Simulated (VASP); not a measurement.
# MnS (Fm-3m) in VASP: further runs

The runs below take MnS through single point, with PBE.

All numbers are computed with VASP 6.6.1; they aren't measurements. Logs are shortened: lines on timing, memory, paths and dates and some standing lists are left out, and cuts for length are marked.

## (1) The cell of the first run

The structure is cubic, space group Fm-3m (No. 225). The conventional cell has a = 5.209 Å, b = 5.209 Å, c = 5.209 Å, α = 90.00°, β = 90.00°, γ = 90.00°. Mn (site symmetry m-3m) has 6 S at 2.60 Å within 3.4 Å. S (site symmetry m-3m) has 6 Mn at 2.60 Å within 3.4 Å.

## (2) Single point, PBE, collinear spin, ferromagnetic start

File INCAR:

```
PREC = Accurate ; ENCUT = 520
EDIFF = 1E-7 ; ISMEAR = -1
SIGMA = 0.15 ; LREAL = False
LASPH = True ; NELM = 150
ALGO = Normal ; ISIF = 2
LWAVE = False ; LCHARG = False
ISPIN = 2 ; MAGMOM = 2.8 0
LORBIT = 11 ; LMAXMIX = 4
GGA = PE ; NBANDS = 20
```

File KPOINTS:

```
regular mesh
0
Gamma
  3 3 3
```

File POSCAR:

```
MnS
1.0
    0.0000000000      2.6045000000      2.6045000000
    2.6045000000      0.0000000000      2.6045000000
    2.6045000000      2.6045000000      0.0000000000
Mn S
1 1
Direct
    0.0000000000      0.0000000000      0.0000000000
    0.5000000000      0.5000000000      0.5000000000
```

Potentials or basis: VASP PAW PBE potentials, release 64 (Mn_pv, S).

The run is started by

```sh
$ cat potpaw_PBE.64/Mn_pv/POTCAR potpaw_PBE.64/S/POTCAR > POTCAR
$ mpirun -np 1 vasp_std > vasp.out
```

OUTCAR:

```text
PREC = Accurate
   ENCUT = 520
   EDIFF = 1E-7
   ISMEAR = -1
   LREAL = False
   LASPH = True
   NELM = 150
   ISIF = 2
   ISPIN = 2
   LORBIT = 11
   GGA = PE

 ion  position               nearest neighbor table
   1  0.000  0.000  0.000-   2 2.60   2 2.60   2 2.60   2 2.60   2 2.60   2 2.60
   2  0.500  0.500  0.500-   1 2.60   1 2.60   1 2.60   1 2.60   1 2.60   1 2.60

  LATTYP: Found a face centered cubic cell.
 ALAT       =     5.2090000000

  Lattice vectors:

 A1 = (   0.0000000000,   2.6045000000,   2.6045000000)
 A2 = (   2.6045000000,   0.0000000000,   2.6045000000)
 A3 = (   2.6045000000,   2.6045000000,   0.0000000000)

Analysis of symmetry for initial positions (statically):
=====================================================================
 Subroutine PRICEL returns:
 Original cell was already a primitive cell.

 Routine SETGRP: Setting up the symmetry group for a
 face centered cubic supercell.

 Subroutine GETGRP returns: Found 48 space group operations
 (whereof 48 operations were pure point group operations)
 out of a pool of 48 trial point group operations.

The static configuration has the point symmetry O_h .

Analysis of symmetry for dynamics (positions and initial velocities):
=====================================================================
 Subroutine PRICEL returns:
 Original cell was already a primitive cell.

 Routine SETGRP: Setting up the symmetry group for a
 face centered cubic supercell.

 Subroutine GETGRP returns: Found 48 space group operations
 (whereof 48 operations were pure point group operations)
 out of a pool of 48 trial point group operations.

The dynamic configuration has the point symmetry O_h .

Analysis of structural, dynamic, and magnetic symmetry:
=====================================================================
 Subroutine PRICEL returns:
 Original cell was already a primitive cell.

 Routine SETGRP: Setting up the symmetry group for a
 face centered cubic supercell.

 Subroutine GETGRP returns: Found 48 space group operations
 (whereof 48 operations were pure point group operations)
 out of a pool of 48 trial point group operations.

The overall configuration has the point symmetry O_h .

 Subroutine INISYM returns: Found 48 space group operations
 (whereof 48 operations are pure point group operations),
 and found     1 'primitive' translations
[... 90 lines left out ...]
   EFERMI_NEDOS =   21; number of points for ismear=-14 and -15
   IALGO  =     38    algorithm
   IMIX   =      4    mixing-type and parameters
     AMIX     =   0.40;   BMIX     =  1.00
     AMIX_MAG =   1.60;   BMIX_MAG =  1.00
  volume/ion in A,a.u.               =      17.67       119.23
  Fermi-wavevector in a.u.,A,eV,Ry     =   1.331246  2.515690 24.112464  1.772216
  Thomas-Fermi vector in A             =   2.460272
   LORBIT       =     11    0 simple, 1 ext, 2 COOP (PROOUT), +10 PAW based schemes
   GGA     = PE    functional components
   LHFCALC =     F    Hartree Fock is set to
   AEXX    =    0.0000 exact exchange contribution
   IVDW    =     0    specifies the selected vdW correction
   LEPSILON=     F    determine dielectric tensor
   LRPA    =     F    only Hartree local field effects (RPA)
 spin polarized calculation
  energy-cutoff  :      520.00
  volume of cell :       35.33
 maximum number of plane-waves:       962
   NGX = 13   NGY = 13   NGZ = 13

 number of electron      18.9999989 magnetization       4.4958406

 Free energy of the ion-electron system (eV)
  ---------------------------------------------------
  ext. energy  EPLUGINS =         0.00000000
  ---------------------------------------------------
  free energy    TOTEN  =       -13.96758313 eV

  energy without entropy =      -13.88149582  energy(sigma->0) =      -13.92453947

 E-fermi :   6.6528     XC(G=0): -10.6386

 val. band max:        6.6036342737   @ k =   0.3333   0.0000   0.0000
 cond. band min:       6.9125440694   @ k =   0.0000   0.0000   0.0000
 fundamental gap:      0.3089097956
 Fermi energy:         6.6528042263

 spin component 1

 k-point     1 :       0.0000    0.0000    0.0000
  band No.  band energies     occupation
      1     -43.9577      1.00000
      2     -43.9577      1.00000
      3     -43.9577      1.00000
      4      -7.9106      1.00000
      5       3.3450      1.00000
      6       3.3450      1.00000
[... 68 lines left out ...]
      6       1.2877      1.00000
[... 12 lines left out ...]
     19      23.1631      0.00000
     20      24.4566      0.00000
 Fermi energy:         6.6528042263

 spin component 2

 k-point     1 :       0.0000    0.0000    0.0000
  band No.  band energies     occupation
      1     -39.5530      1.00000
      2     -39.5530      1.00000
      3     -39.5530      1.00000
      4      -7.6771      1.00000
      5       4.9529      0.99999
      6       4.9529      0.99999
[... 81 lines left out ...]
     19      24.0419      0.00000
     20      25.3462      0.00000

------------------------ aborting loop because EDIFF is reached ----------------------------------------

  FORCE on cell =-STRESS in cart. coord.  units (eV):
  Direction    XX          YY          ZZ          XY          YZ          ZX
  --------------------------------------------------------------------------------------
  -------------------------------------------------------------------------------------
  Total       -0.9238754     -0.9238754     -0.9238754     -0.0000000     -0.0000000      0.0000000
  in kB      -41.8910156    -41.8910156    -41.8910156     -0.0000000     -0.0000000      0.0000000
  external PRESSURE =     -41.8910156 kB  Pullay stress =       0.0000000 kB

 VOLUME and BASIS-vectors are now :
 -----------------------------------------------------------------------------
  energy-cutoff  :      520.00
  volume of cell :       35.33
      direct lattice vectors                 reciprocal lattice vectors
     0.000000000  2.604500000  2.604500000    -0.191975427  0.191975427  0.191975427
     2.604500000  0.000000000  2.604500000     0.191975427 -0.191975427  0.191975427
     2.604500000  2.604500000  0.000000000     0.191975427  0.191975427 -0.191975427

 POSITION                                       TOTAL-FORCE (eV/Angst)
 -----------------------------------------------------------------------------------
      0.00000      0.00000      0.00000        -0.000000      0.000000     -0.000000
      2.60450      2.60450      2.60450         0.000000     -0.000000      0.000000
 -----------------------------------------------------------------------------------
    total drift:                               -0.000000      0.000000      0.000000

  FREE ENERGIE OF THE ION-ELECTRON SYSTEM (eV)
  ---------------------------------------------------
  free  energy   TOTEN  =       -13.9675831312 eV

  energy  without entropy=      -13.8814958171  energy(sigma->0) =      -13.92453947

 total charge

# of ion       s       p       d       tot
------------------------------------------
    1        0.203   6.157   4.952  11.313
    2        1.319   2.410   0.000   3.729
--------------------------------------------------
tot          1.522   8.567   4.952  15.041

 magnetization (x)

# of ion       s       p       d       tot
------------------------------------------
    1        0.047   0.033   4.057   4.137
    2        0.022   0.053   0.000   0.075
--------------------------------------------------
tot          0.069   0.086   4.057   4.212
```

OSZICAR:

```text
N       E                     dE             d eps       ncg     rms          rms(c)
DAV:   1     0.158101134383E+03    0.15810E+03   -0.99801E+03   320   0.971E+02
DAV:   2    -0.682835441750E+01   -0.16493E+03   -0.15668E+03   340   0.291E+02
DAV:   3    -0.146987298194E+02   -0.78704E+01   -0.77459E+01   376   0.691E+01
DAV:   4    -0.147942935143E+02   -0.95564E-01   -0.95511E-01   368   0.773E+00
DAV:   5    -0.147958304476E+02   -0.15369E-02   -0.15369E-02   372   0.101E+00    0.130E+01
DAV:   6    -0.143420455669E+02    0.45378E+00   -0.84151E+00   364   0.311E+01    0.122E+01
DAV:   7    -0.139515382448E+02    0.39051E+00   -0.14355E+00   348   0.169E+01    0.622E+00
DAV:   8    -0.139732316198E+02   -0.21693E-01   -0.69338E-02   360   0.235E+00    0.357E+00
DAV:   9    -0.139573301034E+02    0.15902E-01   -0.42360E-02   364   0.181E+00    0.129E+00
DAV:  10    -0.139668704918E+02   -0.95404E-02   -0.16109E-02   344   0.125E+00    0.431E-01
DAV:  11    -0.139675091422E+02   -0.63865E-03   -0.14966E-03   372   0.335E-01    0.151E-01
DAV:  12    -0.139675643337E+02   -0.55191E-04   -0.27213E-04   352   0.112E-01    0.916E-02
DAV:  13    -0.139675443079E+02    0.20026E-04   -0.27781E-05   364   0.500E-02    0.808E-02
DAV:  14    -0.139675823061E+02   -0.37998E-04   -0.28394E-05   352   0.545E-02    0.197E-02
DAV:  15    -0.139675831092E+02   -0.80310E-06   -0.27661E-06   372   0.136E-02    0.811E-03
DAV:  16    -0.139675831312E+02   -0.21965E-07   -0.39097E-07   344   0.357E-03
   1 F= -.13967583E+02 E0= -.13924539E+02  d E =-.860873E-01  mag=     4.4959
```

stdout:

```text
POSCAR found type information on POSCAR MnS
 POSCAR found :  2 types and       2 ions
 scaLAPACK will be used
 LDA part: xc-table for (Slater+PW92), standard interpolation
 POSCAR, INCAR and KPOINTS ok, starting setup
 FFT: planning ... GRIDC
 FFT: planning ... GRID_SOFT
 FFT: planning ... GRID
 WAVECAR not read
 entering main loop
```

Run time: 12 s. Hardware: 1 thread of AMD EPYC 7R43 (Zen 3), shared host; peak memory 0.13 GiB.

What came out:

| Quantity | Value |
| --- | --- |
| Free energy | -13.9676 eV |
| Pressure | -4.2 GPa |
| Net moment | 4.50 μB per cell |
| Site moments | Mn +4.14; S +0.07 μB |
| Valence electrons inside the program's atomic spheres | Mn 11.31; S 3.73 |

Caveat: the k points lie up to 0.70 Å⁻¹ apart; a cell with one magnetic atom can't hold antiferromagnetic order, which such compounds often take; semilocal functionals often make such compounds metallic where correlation or magnetic order opens a gap, which also shifts bond lengths. With open d or f shells a metallic result of PBE can be an artefact of self-interaction; +U or a hybrid may open a gap.

## (3) Single point, PBE, collinear spin, ferromagnetic start

File INCAR:

```
SYSTEM = MnS
ALGO     = Normal         ! electronic algorithm
EDIFF    = 1E-6           ! SCF threshold, eV
ENCUT    = 520            ! plane-wave cutoff, eV
GGA      = PE             ! functional
ISIF     = 2              ! what is computed and relaxed
ISMEAR   = -1             ! smearing method
ISPIN    = 2              ! spin polarisation
LASPH    = .True.         ! aspherical terms in the spheres
LCHARG   = .True.         ! write CHGCAR
LELF     = .True.         ! ELF
LMAXMIX  = 4              ! l up to which the mixer works
LORBIT   = 11             ! projections on sites
LREAL    = .False.        ! projectors in reciprocal space
LVHAR    = .True.       
LWAVE    = .False.        ! write WAVECAR
MAGMOM   = 2.8 0          ! initial moments
NBANDS   = 20             ! bands
NELM     = 150            ! most SCF steps
PREC     = Accurate       ! precision mode
SIGMA    = 0.15           ! smearing width, eV
```

File KPOINTS:

```
k-points
0
Gamma
  5 5 5
  0 0 0
```

POSCAR is that of step 2.

Potentials or basis: VASP PAW PBE potentials, release 64 (Mn_pv, S).

The run is started by

```sh
$ cat potpaw_PBE.64/Mn_pv/POTCAR potpaw_PBE.64/S/POTCAR > POTCAR
$ mpirun -np 1 vasp_std > vasp.out
```

Wall time 21 s (1 thread of AMD EPYC 7R43 (Zen 3), shared host); peak memory 0.13 GiB.

It converged, with:

```yaml
Free_energy: -14.1053 eV
Pressure: -4.1 GPa
Net_moment: 4.58 μB per cell
Site_moments: Mn +4.18; S +0.08 μB
Valence_electrons_inside_the_program's_atomic_spheres: Mn 11.31; S 3.72
```

Levels at points of the mesh, in eV from the Fermi level:
Spin up:
```tsv
k point	band 8	band 9	band 10	band 11	band 12	band 13	band 14	band 15	band 16	band 17
(0.00, 0.00, 0.00)	-3.28	-3.28	-1.95	-1.95	-1.95	1.66	8.55	8.55	8.55	10.58
```
Spin down:
| k point | band 3 | band 4 | band 5 | band 6 | band 7 | band 8 | band 9 | band 10 | band 11 | band 12 |
| --- | --- | --- | --- | --- | --- | --- | --- | --- | --- | --- |
| (0.00, 0.00, 0.00) | -46.23 | -14.40 | -1.77 | -1.77 | -1.77 | 0.24 | 0.24 | 0.24 | 0.29 | 0.29 |

Caveat: the k points lie up to 0.42 Å⁻¹ apart; a cell with one magnetic atom can't hold antiferromagnetic order, which such compounds often take; semilocal functionals often make such compounds metallic where correlation or magnetic order opens a gap, which also shifts bond lengths.
